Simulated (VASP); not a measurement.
## CoSi: relaxation of the atoms with PBEsol

CoSi:

```
CELL_PARAMETERS angstrom
4.29629 0.00000 0.00000
0.00000 4.29629 0.00000
0.00000 0.00000 4.29629
ATOMIC_POSITIONS crystal
Co 0.14656 0.14656 0.14656
Co 0.35344 0.85344 0.64656
Co 0.64656 0.35344 0.85344
Co 0.85344 0.64656 0.35344
Si 0.84364 0.84364 0.84364
Si 0.65636 0.15636 0.34364
Si 0.34364 0.65636 0.15636
Si 0.15636 0.34364 0.65636
```

```json
{
 "Program": "VASP 6.6.1",
 "Task": "relaxation of the atoms",
 "Functional": "PBEsol",
 "Potentials or basis": "VASP PAW PBE potentials, release 64 (Co, Si)",
 "Cutoff": "520 eV",
 "k mesh": "8 × 8 × 8",
 "Occupations": "gaussian, width 0.1 eV",
 "Spin": "no spin polarisation",
 "Dipole correction": "no",
 "Further INCAR settings": "ALGO = Normal; EDIFF = 1e-06; IBRION = 2; EDIFFG = -0.01; NSW = 50"
}
```

```json
{"Energy gained by relaxing": "0.1 meV/atom", "Ionic steps": "5", "Pressure after relaxing": "17.5 GPa", "Band gap on the k mesh": "zero (bands 26 and 27 overlap by 0.25 eV)"}
```

The path:
| step | energy change (eV) | largest force (eV/Å) | pressure (GPa) |
| --- | --- | --- | --- |
| 1 | 0.0000 | 0.0718 | 17.61 |
| 2 | -0.0009 | 0.0307 | 17.55 |
| 3 | -0.0011 | 0.0138 | 17.49 |
| 4 | -0.0011 | 0.0115 | 17.47 |
| 5 | -0.0011 | 0.0016 | 17.46 |

Final structure:
```xyz
8
Lattice="4.2963 0.0000 0.0000 0.0000 4.2963 0.0000 0.0000 0.0000 4.2963" Properties=species:S:1:pos:R:3 pbc="T T T"
Co    0.6330    0.6330    0.6330
Co    1.5151    3.6633    2.7812
Co    2.7812    1.5151    3.6633
Co    3.6633    2.7812    1.5151
Si    3.6262    3.6262    3.6262
Si    2.8183    0.6701    1.4780
Si    1.4780    2.8183    0.6701
Si    0.6701    1.4780    2.8183
```

Levels at points of the mesh, in eV from the Fermi level:
| k point | band 22 | band 23 | band 24 | band 25 | band 26 | band 27 | band 28 | band 29 | band 30 | band 31 |
| --- | --- | --- | --- | --- | --- | --- | --- | --- | --- | --- |
| (0.00, 0.00, 0.00) | -1.05 | -0.90 | -0.90 | -0.01 | -0.01 | -0.01 | 2.94 | 2.94 | 2.94 | 3.19 |
| (0.50, 0.00, 0.00) | -1.20 | -0.73 | -0.73 | -0.57 | -0.57 | 1.12 | 1.12 | 1.81 | 1.81 | 4.59 |
| (0.50, 0.50, 0.00) | -1.69 | -1.14 | -1.14 | -0.06 | -0.06 | 0.69 | 0.69 | 2.37 | 2.37 | 2.83 |
| (0.50, 0.50, 0.50) | -1.42 | -1.42 | -1.42 | -0.26 | -0.26 | -0.26 | -0.26 | 6.05 | 6.05 | 6.05 |

It took 3.8 min on 1 thread of Intel Xeon 8259CL, on a shared host, peak memory 0.23 GiB.

Caveat: the PAW data sets were made with another functional, which shifts forces and pressure a little. Spin polarisation is off, so any magnetic state and its effect on volume and gap are missing.
